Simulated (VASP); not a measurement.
A run of VASP 6.6.1 is set up as follows.

The input INCAR:

```
SYSTEM = Te3W
PREC = Accurate
ENCUT = 520
EDIFF = 1E-8
ISMEAR = -1
SIGMA = 0.15
LREAL = .FALSE.
LASPH = .TRUE.
NELM = 80
ALGO = Normal
ISIF = 2
LWAVE = .FALSE.
LCHARG = .FALSE.
GGA = PS
IBRION = 8
NSW = 1
```

Contents of KPOINTS:

```
Automatic mesh
0
G
  8 8 8
  0 0 0
```

The input POSCAR:

```
Te3W
1.0
    5.2442408492      0.0000000000      0.0000000000
    0.0000000000      5.2442408492      0.0000000000
    0.0000000000      0.0000000000      5.2442408492
Te W
3 1
Direct
    0.0000000000      0.0000000000      0.5000000000
    0.0000000000      0.5000000000      0.0000000000
    0.5000000000      0.0000000000      0.0000000000
    0.0000000000      0.0000000000      0.0000000000
```

Potentials or basis: VASP PAW PBE potentials, release 64 (Te, W_sv).

Run with:

```sh
$ cat potpaw_PBE.64/Te/POTCAR potpaw_PBE.64/W_sv/POTCAR > POTCAR
$ mpirun -np 1 vasp_std > vasp.out
```

What does it give for the highest phonon frequency at Γ, LO-TO splitting left out?

211 cm⁻¹.

Predict the most unstable mode.

75i cm⁻¹.

Phonon frequencies in cm⁻¹ (negative: imaginary):
```csv
q point,frequencies
"(0.000, 0.000, 0.000)",-75 -75 -75 -39 -39 -39 0 0 0 211 211 211
```

Caveat: the cell stands under pressure or tension, which shifts response properties; some modes are imaginary.
